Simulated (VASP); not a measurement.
Input of a VASP 6.6.1 run:

File INCAR:

```
SYSTEM = RbBr
  PREC = Accurate
  ENCUT = 520
  EDIFF = 1E-6
  ISMEAR = 0
  SIGMA = 0.05
  LREAL = .False.
  LASPH = .True.
  NELM = 60
  ALGO = Normal
  ISIF = 2
  LWAVE = .False.
  LCHARG = .True.
  GGA = PE
  LELF = .True.
  LVHAR = .True.
  NBANDS = 15
```

File KPOINTS:

```
regular mesh
0
Gamma
  6 6 6
  0 0 0
```

The input POSCAR:

```
RbBr
1.0
    4.3557644372      0.0000000000      0.0000000000
    0.0000000000      4.3557644372      0.0000000000
    0.0000000000      0.0000000000      3.7023997716
Rb Br
1 1
Direct
    0.0000000000      0.0000000000      0.0000000000
    0.5000000000      0.5000000000      0.5000000000
```

Potentials or basis: VASP PAW PBE potentials, release 64 (Rb_sv, Br).

Command:

```sh
$ cat potpaw_PBE.64/Rb_sv/POTCAR potpaw_PBE.64/Br/POTCAR > POTCAR
$ mpirun -np 1 vasp_std > vasp.out
```

Estimate the pressure.

0.9 GPa.

Estimate the band gap on the k mesh.

3.26 eV, indirect (least direct gap 3.35 eV).

Stress tensor (GPa, compression positive):
```
-0.87  0.00  0.00
 0.00 -0.87  0.00
 0.00  0.00  4.51
```

 A k mesh can miss the band edges.
